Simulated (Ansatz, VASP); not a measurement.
# NaF: VASP beside Ansatz

```
CELL_PARAMETERS angstrom
0.00000 2.53126 2.53126
2.53126 0.00000 2.53126
2.53126 2.53126 0.00000
ATOMIC_POSITIONS crystal
Na 0.00000 0.00000 0.00000
F 0.25000 0.25000 0.25000
```

Alike in both runs: task single point; functional PBE-based screened hybrid; k mesh 4 × 4 × 4; no spin polarisation.

```csv
,VASP,Ansatz
version,VASP 6.6.1,Ansatz 0.2.0
potentials or method,"VASP PAW PBE potentials, release 64 (Na_pv, F)",plane waves
plane-wave cutoff (eV),520,420
occupations,"gaussian, width 0.01 eV",fixed
valence electrons in the cell,14,16
```

```csv
,VASP,Ansatz,Ansatz less VASP
gap on the k mesh at the Fermi level (eV),6.57,6.58,+0.016
pressure (GPa),1.5,1.5,-0.03
```

VASP's potentials were made for PBE, not for PBE-based screened hybrid. VASP's potentials hold 14 valence electrons a cell and Ansatz's 16, so a difference there can come from the potentials and not from the codes. Ansatz's warnings: stress exchange threshold loose, stress scf threshold loose.

The k mesh is coarse, so the values compare programs but aren't converged.
